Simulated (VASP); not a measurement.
# Ta2C (P-3m1) in VASP: a series of runs, part 2 of 2

VASP 6.6.1. The steps go on from the part before.

## (3) Single point, PBEsol (14.43 Å³/atom)

This run uses another cell than the first one, of 14.43 Å³/atom.

File INCAR:

```
SYSTEM = Ta2C
ALGO = Normal
EDIFF = 1E-6
ENCUT = 520
GGA = PS
ISIF = 2
ISMEAR = 0
LASPH = .TRUE.
LCHARG = .FALSE.
LREAL = .FALSE.
LWAVE = .FALSE.
NBANDS = 20
NELM = 100
PREC = Accurate
SIGMA = 0.1
```

File KPOINTS:

```
k-points
0
G
  18 18 8
  0 0 0
```

File POSCAR:

```
Ta2C
1.0
    3.1556893276      0.0000000000      0.0000000000
   -1.5778446638      2.7329071242      0.0000000000
    0.0000000000      0.0000000000      5.0186109041
Ta C
2 1
Direct
    0.3333333333      0.6666666667      0.2492641421
    0.6666666667      0.3333333333      0.7507358579
    0.0000000000      0.0000000000      0.0000000000
```

Potentials or basis: VASP PAW PBE potentials, release 64 (Ta_pv, C).

On the command line:

```console
cat potpaw_PBE.64/Ta_pv/POTCAR potpaw_PBE.64/C/POTCAR > POTCAR
mpirun -np 1 vasp_std > vasp.out
```

Run time: 7.4 min. Hardware: 1 thread of Intel Xeon 8259CL, shared host; peak memory 0.29 GiB.

Results (log left out):

```yaml
Free_energy: -36.5989 eV
Pressure: -13.6 GPa
Largest_force: 0.034 eV/Å
Band_gap_on_the_k_mesh: zero (bands 13 and 14 overlap by 0.73 eV)
```

Forces on the atoms (eV/Å):
```
Ta   0.000  0.000  0.034
Ta   0.000  0.000 -0.034
C    0.000  0.000  0.000
```

Levels at points of the mesh, in eV from the Fermi level:
```
           k point  band 9  band 10  band 11  band 12  band 13  band 14  band 15  band 16  band 17  band 18
(0.00, 0.00, 0.00)   -3.55    -3.55    -3.04     0.00     0.46     0.46     1.05     1.05     2.34     2.34
(0.50, 0.00, 0.00)   -4.18    -3.90    -3.48    -1.73    -0.33     3.23     3.23     4.30     4.65     4.86
(0.00, 0.00, 0.50)   -3.76    -3.76    -1.62    -1.58    -0.26    -0.26     2.70     2.70     3.29     3.29
(0.50, 0.00, 0.50)   -4.40    -3.53    -2.45    -1.17    -1.02     1.56     1.65     3.96     4.51     4.54
```

Caveat: the cell stands under tension; the PAW data sets were made with another functional, which shifts forces and pressure a little; spin-orbit coupling is left out, which moves the levels of the heavy elements.

## (4) Single point, PBEsol (14.97 Å³/atom)

This run uses another cell than the first one, of 14.97 Å³/atom.

File INCAR:

```
PREC = Accurate
ENCUT = 520
EDIFF = 1E-7
ISMEAR = 0
SIGMA = 0.1
LREAL = F
LASPH = T
NELM = 80
ALGO = Normal
ISIF = 2
LWAVE = F
LCHARG = F
GGA = PS
NBANDS = 20
```

File KPOINTS:

```
regular mesh
0
Gamma
  18 18 8
```

File POSCAR:

```
Ta2C
1.0
    3.1936779394      0.0000000000      0.0000000000
   -1.5968389697      2.7658062270      0.0000000000
    0.0000000000      0.0000000000      5.0848317952
Ta C
2 1
Direct
    0.3333333333      0.6666666667      0.2465638598
    0.6666666667      0.3333333333      0.7534361402
    0.0000000000      0.0000000000      0.0000000000
```

Potentials or basis: VASP PAW PBE potentials, release 64 (Ta_pv, C).

On the command line:

```console
cat potpaw_PBE.64/Ta_pv/POTCAR potpaw_PBE.64/C/POTCAR > POTCAR
mpirun -np 1 vasp_std > vasp.out
```

OUTCAR:

```text
PREC = Accurate
   ENCUT = 520
   EDIFF = 1E-7
   ISMEAR = 0
   LREAL = F
   LASPH = T
   NELM = 80
   ISIF = 2
   GGA = PS

 ion  position               nearest neighbor table
   1  0.333  0.667  0.247-   3 2.23   3 2.23   3 2.23   2 3.11   2 3.11   2 3.11   2 3.17   2 3.17
                             2 3.17
   2  0.667  0.333  0.753-   3 2.23   3 2.23   3 2.23   1 3.11   1 3.11   1 3.11   1 3.17   1 3.17
                             1 3.17
   3  0.000  0.000  0.000-   1 2.23   2 2.23   1 2.23   2 2.23   2 2.23   1 2.23

  LATTYP: Found a hexagonal cell.
[... 748 lines left out ...]
  FORCE on cell =-STRESS in cart. coord.  units (eV):
  Direction    XX          YY          ZZ          XY          YZ          ZX
  --------------------------------------------------------------------------------------
  -------------------------------------------------------------------------------------
  Total       -5.7727226     -5.7727226     -5.7807301      0.0000000      0.0000000      0.0000000
  in kB     -205.9215560   -205.9215560   -206.2071964      0.0000000      0.0000000      0.0000000
  external PRESSURE =    -206.0167695 kB  Pullay stress =       0.0000000 kB

 VOLUME and BASIS-vectors are now :
 -----------------------------------------------------------------------------
  energy-cutoff  :      520.00
  volume of cell :       44.91
      direct lattice vectors                 reciprocal lattice vectors
     3.193677939  0.000000000  0.000000000     0.313118611  0.180779114  0.000000000
    -1.596838970  2.765806227  0.000000000     0.000000000  0.361558229  0.000000000
     0.000000000  0.000000000  5.084831795     0.000000000  0.000000000  0.196663339

 POSITION                                       TOTAL-FORCE (eV/Angst)
 -----------------------------------------------------------------------------------
     -0.00000      1.84387      1.25374         0.000000     -0.000000      0.032650
      1.59684      0.92194      3.83110        -0.000000      0.000000     -0.032650
      0.00000      0.00000      0.00000         0.000000      0.000000      0.000000
 -----------------------------------------------------------------------------------
    total drift:                               -0.000000      0.000000     -0.000000

  FREE ENERGIE OF THE ION-ELECTRON SYSTEM (eV)
  ---------------------------------------------------
  free  energy   TOTEN  =       -36.4231665689 eV

  energy  without entropy=      -36.4198261662  energy(sigma->0) =      -36.42149637
```

Run time: 8.7 min. Hardware: 1 thread of Intel Xeon 8259CL, shared host; peak memory 0.3 GiB.

What came out:

```yaml
Free_energy: -36.4232 eV
Pressure: -20.6 GPa
Largest_force: 0.033 eV/Å
Band_gap_on_the_k_mesh: zero (bands 13 and 14 overlap by 0.67 eV)
```

Forces on the atoms (eV/Å):
```
Ta   0.000  0.000  0.033
Ta   0.000  0.000 -0.033
C    0.000  0.000  0.000
```

Levels at points of the mesh, in eV from the Fermi level:
```
           k point  band 9  band 10  band 11  band 12  band 13  band 14  band 15  band 16  band 17  band 18
(0.00, 0.00, 0.00)   -3.52    -3.52    -3.05     0.01     0.42     0.42     1.02     1.02     2.31     2.31
(0.50, 0.00, 0.00)   -4.07    -3.83    -3.32    -1.67    -0.37     3.07     3.17     4.06     4.36     4.63
(0.00, 0.00, 0.50)   -3.71    -3.71    -1.66    -1.43    -0.25    -0.25     2.52     2.52     3.15     3.15
(0.50, 0.00, 0.50)   -4.26    -3.51    -2.39    -1.15    -1.02     1.58     1.73     3.72     4.26     4.29
```

Caveat: the cell stands under tension; the PAW data sets were made with another functional, which shifts forces and pressure a little; spin-orbit coupling is left out, which moves the levels of the heavy elements.

## (5) The runs side by side

```csv
cell,gap on the mesh (eV),pressure (GPa),largest force (eV/Å)
"a = 3.126, b = 3.126, c = 4.969 Å, angles 90.0, 90.0, 120.0°, 3 atoms, atomic positions A",none,-7.1,0.04
"a = 3.156, b = 3.156, c = 5.019 Å, angles 90.0, 90.0, 120.0°, 3 atoms, atomic positions B",none,-13.6,0.03
"a = 3.194, b = 3.194, c = 5.085 Å, angles 90.0, 90.0, 120.0°, 3 atoms, atomic positions C",none,-20.6,0.03
```

Alike in all rows: task single point; level PBEsol; potentials or basis VASP PAW PBE potentials, release 64 (Ta_pv, C); no spin polarisation; k mesh 18 × 18 × 8; cutoff (eV) 520; smearing gaussian 0.1 eV.

Caveats: the cell stands under tension; the PAW data sets were made with another functional, which shifts forces and pressure a little; spin-orbit coupling is left out, which moves the levels of the heavy elements.

Absolute energies hang on the potentials; compare differences alone.
